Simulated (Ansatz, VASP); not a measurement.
One calculation of ReAs3Os2, two programs

The input INCAR:

```
SYSTEM = ReAs3Os2
  ALGO = Normal
  EDIFF = 1E-7
  ENCUT = 520
  GGA = PE
  ISIF = 2
  ISMEAR = 0
  LASPH = .True.
  LCHARG = .False.
  LREAL = .False.
  LWAVE = .False.
  NBANDS = 28
  NELM = 60
  PREC = Accurate
  SIGMA = 0.1
```

The input KPOINTS:

```
k-points
0
Gamma
  6 6 2
  0 0 0
```

Contents of POSCAR:

```
ReAs3Os2
1.0
    3.7088507100      0.0000000000      0.0000000000
   -1.8544253600      3.2119589300      0.0000000000
    0.0000000000      0.0000000000      9.0784064300
Re As Os
1 3 2
Direct
    0.0000000000      0.0000000000      0.0000000000
    0.3333333300      0.6666666700      0.1659022100
    0.6666666700      0.3333333300      0.8340977900
    0.0000000000      0.0000000000      0.5000000000
    0.3333333300      0.6666666700      0.6559943000
    0.6666666700      0.3333333300      0.3440057000
```

Input for Ansatz:

```yaml
crystal:
  lattice:
    - [3.70885071, 0.0, 0.0]
    - [-1.85442536, 3.21195893, 0.0]
    - [0.0, 0.0, 9.07840643]
  atoms:
    - { symbol: Re, position: [0.0, 0.0, 0.0] }
    - { symbol: As, position: [0.33333333, 0.66666667, 0.16590221] }
    - { symbol: As, position: [0.66666667, 0.33333333, 0.83409779] }
    - { symbol: As, position: [0.0, 0.0, 0.5] }
    - { symbol: Os, position: [0.33333333, 0.66666667, 0.6559943] }
    - { symbol: Os, position: [0.66666667, 0.33333333, 0.3440057] }
basis:
  ecutwfc: 420
kpoints:
  mp_grid: { grid: [6, 6, 2] }
hamiltonian:
  xc: pbe
scf:
  occupations: { method: gaussian, width: 0.1 }
  lower_state_search: "off"
output:
  forces: true
  stress: true
  eigenvalues: true
```

Change from the starting cell: species swapped into the CaSm2S3 type (P-3m1, No. 164).

Alike in both runs: task single point; functional PBE; k mesh 6 × 6 × 2; occupations gaussian, width 0.1 eV; no spin polarisation.

|  | VASP | Ansatz |
| --- | --- | --- |
| version | VASP 6.6.1 | Ansatz 0.2.0 |
| potentials or method | VASP PAW PBE potentials, release 64 (Re, As, Os), cutoff 520 eV | scalar-relativistic, plane waves, PAW |
| valence electrons in the cell | 38 | 92 |

|  | VASP | Ansatz | Ansatz less VASP |
| --- | --- | --- | --- |
| gap on the k mesh at the Fermi level (eV) | none | none | - |
| pressure (GPa) | -10.1 | -10.3 | -0.25 |
| traceless stress, the component that is largest in VASP (GPa) | -0.26 | -0.23 | +0.027 |
| rms of the force components (eV/Å) | 0.242 | 0.247 | +0.0048 |

Atom by atom the forces differ by 0.005 eV/Å (rms over components). A gap of «none» marks a metal or a gap that the smearing closes. VASP's potentials hold 38 valence electrons a cell and Ansatz's 92, so a difference there can come from the potentials and not from the codes.

Neither program's run includes spin-orbit coupling.
